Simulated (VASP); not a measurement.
The system is BeCd2S2.

```
Be Cd S
1.0
     4.07018    0.00000    0.00000
     0.00000    4.07018    0.00000
     0.00000    0.00000    6.04291
Be Cd S
1 2 2
Direct
  0.00000 0.00000 0.50000
  0.50000 0.50000 0.00000
  0.50000 0.50000 0.50000
  0.00000 0.00000 0.73096
  0.00000 0.00000 0.26904
```

The cell was built from a structure type or drawn by symmetry, and may not be a known phase.

* Program: VASP 6.6.1
* Task: relaxation of cell and atoms
* Functional: PBE
* Potentials or basis: VASP PAW PBE potentials, release 64 (Be, Cd, S)
* Cutoff: 600 eV
* k mesh: 4 × 4 × 4
* Occupations: gaussian, width 0.1 eV
* Spin: no spin polarisation

At the start: pressure 35.7 GPa; volume 20.02 Å³/atom.

Q: Where does the relaxation end?

A: Over 22 steps the energy falls by 1668.7 meV/atom and the volume is 19.46 Å³/atom (-2.8 %); space group P4/mmm (No. 123, to 0.1 Å) before and after.

Step by step:
```tsv
step	energy change (eV)	largest force (eV/Å)	pressure (GPa)	volume (Å³)
1	0.0000	23.1876	35.75	100.11
2	-1.5460	16.4033	5.96	165.52
3	-4.0392	3.8189	-1.45	153.17
4	-4.2697	2.8257	-2.66	150.40
5	-4.8205	0.8674	-5.98	139.68
6	-6.3978	3.1501	-6.89	119.83
7	-7.5533	2.5267	-2.47	109.95
8	-7.6372	0.5418	2.56	105.03
9	-7.6805	1.6876	-0.11	107.28
10	-7.6854	1.5060	0.33	106.86
11	-7.6858	1.4447	0.48	106.72
12	-8.0269	0.8248	-1.63	107.66
13	-8.1928	0.1990	-3.17	108.48
14	-8.2015	0.1232	-3.45	108.60
15	-8.3066	0.4752	-0.84	101.23
16	-8.3085	0.5542	-0.38	100.27
17	-8.3322	0.2239	-0.27	98.41
18	-8.3334	0.1422	-0.20	97.89
19	-8.3413	0.1053	0.29	97.03
20	-8.3418	0.0918	0.46	96.76
21	-8.3431	0.0471	-0.08	97.47
22	-8.3433	0.0150	0.04	97.30
```

Final structure:
```yaml
crystal:
  lattice:
    - [3.71575, 0.00000, 0.00000]
    - [0.00000, 3.71575, 0.00000]
    - [0.00000, 0.00000, 7.04730]
  atoms:
    - { symbol: Be, position: [0.00000, 0.00000, 0.50000] }
    - { symbol: Cd, position: [0.50000, 0.50000, 0.00000] }
    - { symbol: Cd, position: [0.50000, 0.50000, 0.50000] }
    - { symbol: S, position: [0.00000, 0.00000, 0.78106] }
    - { symbol: S, position: [0.00000, 0.00000, 0.21895] }
```

Caveat: the k points lie up to 0.42 Å⁻¹ apart in the final cell, too coarse for converged energies and pressures of a metal; a cell axis changed by over 15 % at a fixed basis, so the end point is rough.
